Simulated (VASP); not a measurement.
Here is a VASP 6.6.1 calculation.

Contents of INCAR:

```
PREC = Accurate
ENCUT = 600
EDIFF = 1E-6
ISMEAR = 0
SIGMA = 0.15
LREAL = F
LASPH = T
NELM = 120
ALGO = Normal
ISIF = 2
LWAVE = F
LCHARG = F
GGA = PE
NBANDS = 31
GGA_COMPAT = F
```

KPOINTS

```
regular mesh
0
Gamma
  3 3 3
```

The input POSCAR:

```
Ta2SiO3
1.0
    2.4375224746      1.4073042568      4.6322545724
   -2.4375224746      1.4073042568      4.6322545724
    0.0000000000     -2.8146085137      4.6322545724
Ta Si O
2 1 3
Direct
    0.7581974834      0.7581974834      0.7581974834
    0.2418025166      0.2418025166      0.2418025166
    0.5000000000      0.5000000000      0.5000000000
    0.5000000000      0.5000000000      0.0000000000
    0.0000000000      0.5000000000      0.5000000000
    0.5000000000      0.0000000000      0.5000000000
```

Potentials or basis: VASP PAW PBE potentials, release 64 (Ta_pv, Si, O).

Run with:

```console
$ cat potpaw_PBE.64/Ta_pv/POTCAR potpaw_PBE.64/Si/POTCAR potpaw_PBE.64/O/POTCAR > POTCAR
$ mpirun -np 1 vasp_std > vasp.out
```

Question: Estimate the largest force.

Answer: 0.227 eV/Å.

Question: Predict the band gap on the k mesh.

Answer: Zero (bands 22 and 23 overlap by 0.61 eV).

Question: Estimate the pressure.

Answer: 0.8 GPa.

Forces in eV/Å, atoms in the order of the input:
```
Ta   0.000  0.000  0.227
Ta   0.000  0.000 -0.227
Si   0.000  0.000  0.000
O    0.000  0.000  0.000
O    0.000  0.000  0.000
O    0.000  0.000  0.000
```

Caveat: the k points lie up to 0.52 Å⁻¹ apart, too coarse for converged energies and pressures of a metal; spin-orbit coupling is left out, which moves the levels of the heavy elements.
